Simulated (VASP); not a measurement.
# BiTe in VASP: single point with PBE

Aim: the single point of BiTe with PBE.

Everything below comes from runs of VASP 6.6.1. Logs are shortened: lines on timing, memory, paths and dates and some standing lists are left out, and cuts for length are marked.

## Step 1: The cell of the first run

The cell holds a wire or tube with vacuum around it, 4 atoms: a = 12.100 Å, b = 9.300 Å, c = 6.200 Å, α = 90.00°, β = 90.00°, γ = 90.00°.

## Step 2: Single point, PBE, collinear spin

INCAR reads:

```
SYSTEM = BiTe
PREC = Accurate
ENCUT = 520
EDIFF = 1E-6
ISMEAR = 0
SIGMA = 0.05
LREAL = .FALSE.
LASPH = .TRUE.
NELM = 150
ALGO = Normal
ISIF = 2
LWAVE = .FALSE.
LCHARG = .FALSE.
ISPIN = 2
MAGMOM = 0.5 0.5 0.5 0.5
LORBIT = 11
GGA = PE
NBANDS = 33
```

KPOINTS reads:

```
regular mesh
0
G
  1 1 11
  0 0 0
```

POSCAR reads:

```
BiTe
1.0
   12.1000000000      0.0000000000      0.0000000000
    0.0000000000      9.3000000000      0.0000000000
    0.0000000000      0.0000000000      6.1996576645
Bi Te
2 2
Direct
    0.3722021208      0.5000000000      0.0000000000
    0.6277978792      0.5000000000      0.5000000000
    0.3966584658      0.5000000000      0.5000000000
    0.6033415342      0.5000000000      0.0000000000
```

Potentials or basis: VASP PAW PBE potentials, release 64 (Bi_d, Te).

The run is started by

```bash
$ cat potpaw_PBE.64/Bi_d/POTCAR potpaw_PBE.64/Te/POTCAR > POTCAR
$ mpirun -np 1 vasp_std > vasp.out
```

OUTCAR:

```text
SYSTEM = BiTe
   PREC = Accurate
   ENCUT = 520
   EDIFF = 1E-6
   ISMEAR = 0
   LREAL = .FALSE.
   LASPH = .TRUE.
   NELM = 150
   ISIF = 2
   ISPIN = 2
   LORBIT = 11
   GGA = PE

 ion  position               nearest neighbor table
   1  0.372  0.500  0.000-   4 2.80   3 3.11   3 3.11
   2  0.628  0.500  0.500-   3 2.80   4 3.11   4 3.11
   3  0.397  0.500  0.500-   2 2.80   1 3.11   1 3.11
   4  0.603  0.500  0.000-   1 2.80   2 3.11   2 3.11

  LATTYP: Found a simple orthorhombic cell.
 ALAT       =     6.1996576645
 B/A-ratio  =     1.5000828277
 C/A-ratio  =     1.9517206683

  Lattice vectors:

 A1 = (   0.0000000000,   0.0000000000,  -6.1996576645)
 A2 = (   0.0000000000,   9.3000000000,   0.0000000000)
 A3 = (  12.1000000000,   0.0000000000,   0.0000000000)

Analysis of symmetry for initial positions (statically):
=====================================================================
 Subroutine PRICEL returns:
 Original cell was already a primitive cell.

 Routine SETGRP: Setting up the symmetry group for a
 simple orthorhombic supercell.

 Subroutine GETGRP returns: Found  8 space group operations
 (whereof  4 operations were pure point group operations)
 out of a pool of  8 trial point group operations.

The static configuration has the point symmetry C_2v.
 The point group associated with its full space group is D_2h.

Analysis of symmetry for dynamics (positions and initial velocities):
=====================================================================
 Subroutine PRICEL returns:
 Original cell was already a primitive cell.

 Routine SETGRP: Setting up the symmetry group for a
 simple orthorhombic supercell.

 Subroutine GETGRP returns: Found  8 space group operations
 (whereof  4 operations were pure point group operations)
 out of a pool of  8 trial point group operations.

The dynamic configuration has the point symmetry C_2v.
 The point group associated with its full space group is D_2h.

Analysis of structural, dynamic, and magnetic symmetry:
=====================================================================
 Subroutine PRICEL returns:
 Original cell was already a primitive cell.

 Routine SETGRP: Setting up the symmetry group for a
 simple orthorhombic supercell.

 Subroutine GETGRP returns: Found  8 space group operations
 (whereof  4 operations were pure point group operations)
 out of a pool of  8 trial point group operations.

The overall configuration has the point symmetry C_2v.
 The point group associated with its full space group is D_2h.

 Subroutine INISYM returns: Found  8 space group operations
 (whereof  4 operations are pure point group operations),
 and found     1 'primitive' translations

----------------------------------------------------------------------------------------

                                     Primitive cell

  volume of cell :     697.6475

  direct lattice vectors                    reciprocal lattice vectors
    12.100000000  0.000000000  0.000000000     0.082644628  0.000000000  0.000000000
     0.000000000  9.300000000  0.000000000     0.000000000  0.107526882  0.000000000
     0.000000000  0.000000000  6.199657665     0.000000000  0.000000000  0.161299229

  length of vectors
    12.100000000  9.300000000  6.199657665     0.082644628  0.107526882  0.161299229

  position of ions in fractional coordinates (direct lattice)
     0.372202121  0.500000000  0.000000000
     0.627797879  0.500000000  0.500000000
     0.396658466  0.500000000  0.500000000
     0.603341534  0.500000000  0.000000000

  ion indices of the primitive-cell ions
   primitive index   ion index
                 1           1
                 2           2
                 3           3
                 4           4

----------------------------------------------------------------------------------------

 KPOINTS: regular mesh

Automatic generation of k-mesh.
 Grid dimensions read from file:
 generate k-points for:    1    1   11

 Generating k-lattice:

  Cartesian coordinates                     Fractional coordinates (reciprocal lattice)
     0.082644628  0.000000000  0.000000000     1.000000000  0.000000000  0.000000000
     0.000000000  0.107526882  0.000000000     0.000000000  1.000000000  0.000000000
     0.000000000  0.000000000  0.014663566     0.000000000  0.000000000  0.090909091

  Length of vectors
     0.082644628  0.107526882  0.014663566

  Shift w.r.t. Gamma in fractional coordinates (k-lattice)
     0.000000000  0.000000000  0.000000000

 Subroutine IBZKPT returns following result:
 ===========================================

 Found      6 irreducible k-points:

 Following reciprocal coordinates:
            Coordinates               Weight
  0.000000  0.000000  0.000000      1.000000
  0.000000  0.000000  0.090909      2.000000
  0.000000  0.000000  0.181818      2.000000
  0.000000  0.000000  0.272727      2.000000
  0.000000  0.000000  0.363636      2.000000
  0.000000  0.000000  0.454545      2.000000
   k-points           NKPTS =      6   k-points in BZ     NKDIM =      6   number of bands    NBANDS=     33
   number of dos      NEDOS =    301   number of ions     NIONS =      4
   total plane-waves  NPLWV = 302400
   dimension x,y,z NGX =    90 NGY =   70 NGZ =   48
   dimension x,y,z NGXF=   180 NGYF=  140 NGZF=   96
   ions per type =               2   2
   NGX,Y,Z   is equivalent  to a cutoff of  12.37, 12.51, 12.87 a.u.
   NGXF,Y,Z  is equivalent  to a cutoff of  24.73, 25.03, 25.74 a.u.
 SYSTEM =  BiTe
   PREC   = accura    normal or accurate (medium, high low for compatibility)
   ISTART =      0    job   : 0-new  1-cont  2-samecut
   ICHARG =      2    charge: 1-file 2-atom 10-const
   ISPIN  =      2    spin polarized calculation?
   LNONCOLLINEAR =      F non collinear calculations
   LSORBIT =      F    spin-orbit coupling
   LASPH  =      T    aspherical Exc in radial PAW
   ENCUT  =  520.0 eV  38.22 Ry    6.18 a.u.  22.50 17.29 11.53*2*pi/ulx,y,z
   NELM   =    150;   NELMIN=  2; NELMDL= -5     # of ELM steps
   EDIFF  = 0.1E-05   stopping-criterion for ELM
   LREAL  =      F    real-space projection
   EDIFFG = 0.1E-04   stopping-criterion for IOM
   NSW    =      0    number of steps for IOM
   IBRION =     -1    ionic relax: 0-MD 1-quasi-New 2-CG
   NFREE  =      0    steps in history (QN), initial steepest desc. (CG)
   ISIF   =      2    stress and relaxation
   ISYM   =      2    0-nonsym 1-usesym 2-fastsym
   POTIM  = 0.5000    time-step for ionic-motion
   TEBEG  =    0.0;   TEEND  =   0.0 temperature during run
   PSTRESS=    0.0 pullay stress
   NELECT =      42.0000    total number of electrons
   NUPDOWN=      -1.0000    fix difference up-down
   EMIN   =  10.00;   EMAX   =-10.00  energy-range for DOS
   EFERMI =   0.00;   METHOD = LEGACY
   ISMEAR =     0;   SIGMA  =   0.05  broadening in eV -4-tet -1-fermi 0-gaus
   EFERMI_NEDOS =   21; number of points for ismear=-14 and -15
   IALGO  =     38    algorithm
   IMIX   =      4    mixing-type and parameters
     AMIX     =   0.40;   BMIX     =  1.00
     AMIX_MAG =   1.60;   BMIX_MAG =  1.00
  volume/ion in A,a.u.               =     174.41      1176.99
  Fermi-wavevector in a.u.,A,eV,Ry     =   0.641622  1.212490  5.601230  0.411679
  Thomas-Fermi vector in A             =   1.708022
   LORBIT       =     11    0 simple, 1 ext, 2 COOP (PROOUT), +10 PAW based schemes
   GGA     = PE    functional components
   LHFCALC =     F    Hartree Fock is set to
   AEXX    =    0.0000 exact exchange contribution
   IVDW    =     0    specifies the selected vdW correction
   LEPSILON=     F    determine dielectric tensor
   LRPA    =     F    only Hartree local field effects (RPA)
 spin polarized calculation
 Gauss-broadening in eV      SIGMA  =   0.05
  energy-cutoff  :      520.00
  volume of cell :      697.65
 maximum number of plane-waves:     18885
 NGX is ok and might be reduce to    90
   NGX = 45   NGY = 35   NGZ = 23

 number of electron      42.0000011 magnetization       0.0007049

 number of electron      42.0000011 magnetization      -0.0000473

 Free energy of the ion-electron system (eV)
  ---------------------------------------------------
  ext. energy  EPLUGINS =         0.00000000
  ---------------------------------------------------
  free energy    TOTEN  =       -12.82410503 eV

  energy without entropy =      -12.82408398  energy(sigma->0) =      -12.82409450

 E-fermi :  -2.2169     XC(G=0):  -2.9136

 val. band max:       -2.3413009821   @ k =   0.0000   0.0000   0.4545
 cond. band min:      -2.0925201802   @ k =   0.0000   0.0000   0.4545
 fundamental gap:      0.2487808019
 Fermi energy:        -2.2169079129

 spin component 1

 k-point     1 :       0.0000    0.0000    0.0000
  band No.  band energies     occupation
      1     -25.2729      1.00000
      2     -25.2558      1.00000
      3     -25.2388      1.00000
      4     -25.2262      1.00000
      5     -25.1086      1.00000
      6     -25.1070      1.00000
[... 205 lines left out ...]
     32       3.1435      0.00000
     33       3.3737      0.00000
 Fermi energy:        -2.2169079129

 spin component 2

 k-point     1 :       0.0000    0.0000    0.0000
  band No.  band energies     occupation
      1     -25.2729      1.00000
      2     -25.2558      1.00000
      3     -25.2388      1.00000
      4     -25.2262      1.00000
      5     -25.1086      1.00000
      6     -25.1070      1.00000
[... 205 lines left out ...]
     32       3.1430      0.00000
     33       3.3708      0.00000

------------------------ aborting loop because EDIFF is reached ----------------------------------------

  FORCE on cell =-STRESS in cart. coord.  units (eV):
  Direction    XX          YY          ZZ          XY          YZ          ZX
  --------------------------------------------------------------------------------------
  -------------------------------------------------------------------------------------
  Total       -0.0262610      0.1058192     -0.0346952      0.0000000      0.0000000      0.0000000
  in kB       -0.0603095      0.2430182     -0.0796790      0.0000000      0.0000000      0.0000000
  external PRESSURE =       0.0343432 kB  Pullay stress =       0.0000000 kB

 VOLUME and BASIS-vectors are now :
 -----------------------------------------------------------------------------
  energy-cutoff  :      520.00
  volume of cell :      697.65
      direct lattice vectors                 reciprocal lattice vectors
    12.100000000  0.000000000  0.000000000     0.082644628  0.000000000  0.000000000
     0.000000000  9.300000000  0.000000000     0.000000000  0.107526882  0.000000000
     0.000000000  0.000000000  6.199657665     0.000000000  0.000000000  0.161299229

 POSITION                                       TOTAL-FORCE (eV/Angst)
 -----------------------------------------------------------------------------------
      4.50365      4.65000      0.00000        -0.003703      0.000000      0.000000
      7.59635      4.65000      3.09983         0.003703      0.000000      0.000000
      4.79957      4.65000      3.09983        -0.003936      0.000000      0.000000
      7.30043      4.65000      0.00000         0.003936      0.000000      0.000000
 -----------------------------------------------------------------------------------
    total drift:                               -0.000000      0.000000     -0.000000

  FREE ENERGIE OF THE ION-ELECTRON SYSTEM (eV)
  ---------------------------------------------------
  free  energy   TOTEN  =       -12.8241050262 eV

  energy  without entropy=      -12.8240839769  energy(sigma->0) =      -12.82409450

 total charge

# of ion       s       p       d       tot
------------------------------------------
    1        1.548   1.271   9.916  12.735
    2        1.548   1.271   9.916  12.735
    3        1.382   1.950   0.023   3.356
    4        1.382   1.950   0.023   3.356
--------------------------------------------------
tot          5.861   6.442  19.879  32.182

 magnetization (x)

# of ion       s       p       d       tot
------------------------------------------
    1       -0.000   0.000  -0.000   0.000
    2       -0.000   0.000  -0.000   0.000
    3        0.000  -0.000   0.000   0.000
    4        0.000  -0.000   0.000   0.000
--------------------------------------------------
tot         -0.000   0.000  -0.000   0.000
```

Wall time 7.4 min (1 thread of Intel Xeon Platinum 8375C at 2.90GHz (Ice Lake), shared host); peak memory 0.96 GiB.

What came out:

```yaml
Free_energy: -12.8241 eV
Largest_force: 0.004 eV/Å
Band_gap_on_the_k_mesh: 0.25 eV
Net_moment: 0.00 μB per cell
Valence_electrons_inside_the_program's_atomic_spheres: Bi 12.73; Te 3.36
```

Forces in eV/Å, atoms in the order of the input:
```
Bi  -0.004  0.000  0.000
Bi   0.004  0.000  0.000
Te  -0.004  0.000  0.000
Te   0.004  0.000  0.000
```

Caveat: spin-orbit coupling is left out, which moves the levels of the heavy elements.
